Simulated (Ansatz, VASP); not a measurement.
## Two plane-wave programs on Fe

File POSCAR:

```
Fe
1.0
   -1.4430000000      1.4430000000      1.4430000000
    1.4430000000     -1.4430000000      1.4430000000
    1.4430000000      1.4430000000     -1.4430000000
Fe
1
Direct
    0.0000000000      0.0000000000      0.0000000000
```

INCAR.step1

```
SYSTEM = Fe
  ALGO = Normal
  EDIFF = 1E-5
  ENCUT = 520
  GGA = PE
  ISIF = 2
  ISMEAR = -1
  ISPIN = 2
  LASPH = .TRUE.
  LCHARG = .FALSE.
  LMAXMIX = 4
  LORBIT = 11
  LREAL = .FALSE.
  LWAVE = .TRUE.
  MAGMOM = 3
  NBANDS = 14
  NELM = 150
  PREC = Accurate
  SIGMA = 0.05
```

The input INCAR.step2:

```
SYSTEM = Fe
  AEXX = 0.25
  ALGO = Normal
  EDIFF = 1E-6
  ENCUT = 520
  GGA = PE
  HFSCREEN = 0.3
  ISIF = 2
  ISMEAR = -1
  ISPIN = 2
  ISTART = 1
  LASPH = .TRUE.
  LCHARG = .FALSE.
  LHFCALC = .TRUE.
  LMAXMIX = 4
  LORBIT = 11
  LREAL = .FALSE.
  LWAVE = .FALSE.
  MAGMOM = 3
  NBANDS = 14
  NELM = 150
  PREC = Accurate
  PRECFOCK = Normal
  SIGMA = 0.05
```

KPOINTS

```
k-points
0
G
  7 7 7
  0 0 0
```

input.yaml

```yaml
crystal:
  lattice:
    - [-1.443, 1.443, 1.443]
    - [1.443, -1.443, 1.443]
    - [1.443, 1.443, -1.443]
  atoms:
    - { symbol: Fe, position: [0.0, 0.0, 0.0], spin: 3.0 }
hamiltonian:
  xc: { exchange: pbe, correlation: pbe, exx: { coeff: 0.25, omega: 0.3 } }
  pseudopotentials: { kind: paw }
magnetization:
  spin_polarized: true
kpoints:
  mp_grid: { grid: [7, 7, 7] }
  band_path:
    path:
      - [[0.0, 0.0, 0.0], [0.5, -0.5, 0.5], [0.0, 0.0, 0.5], [0.0, 0.0, 0.0], [0.25, 0.25, 0.25], [0.5, -0.5, 0.5]]
      - [[0.25, 0.25, 0.25], [0.0, 0.0, 0.5]]
    npoints: 4
scf:
  occupations: { method: fermi_dirac, width: 0.05 }
  n_extra_bands: 6
output:
  forces: true
  stress: true
  eigenvalues: true
  fatbands: false
```

Alike in both runs: functional PBE-based screened hybrid with a share of 0.25 of exact exchange and HFSCREEN = 0.3; k mesh 7 × 7 × 7; occupations fermi-dirac, width 0.05 eV; collinear spin.

```csv
,VASP,Ansatz
version,VASP 6.6.1,Ansatz 0.2.0
potentials or method,"VASP PAW PBE potentials, release 64 (Fe)",Ansatz PAW
plane-wave cutoff (eV),520,420
valence electrons in the cell,8,16
task,single point,band structure
```

|  | VASP | Ansatz | Ansatz less VASP |
| --- | --- | --- | --- |
| gap on the k mesh at the Fermi level (eV) | none | none | - |
| pressure (GPa) | 6.1 | 5.8 | -0.31 |
| net moment per atom (μB) | 2.89 | 2.89 | +0.001 |
| size of the moment on the site where the two differ most (μB) | 2.95 | 3.09 | +0.146 |

VASP's potentials were made for PBE, not for PBE-based screened hybrid. Site moments also hang on the region over which each program counts them. A gap of «none» marks a metal or a gap that the smearing closes. VASP's potentials hold 8 valence electrons a cell and Ansatz's 16, so a difference there can come from the potentials and not from the codes.

The k mesh is coarse, so the values compare programs but aren't converged. Noted on Ansatz's run: the magnetic or orbital state may not be the lowest.
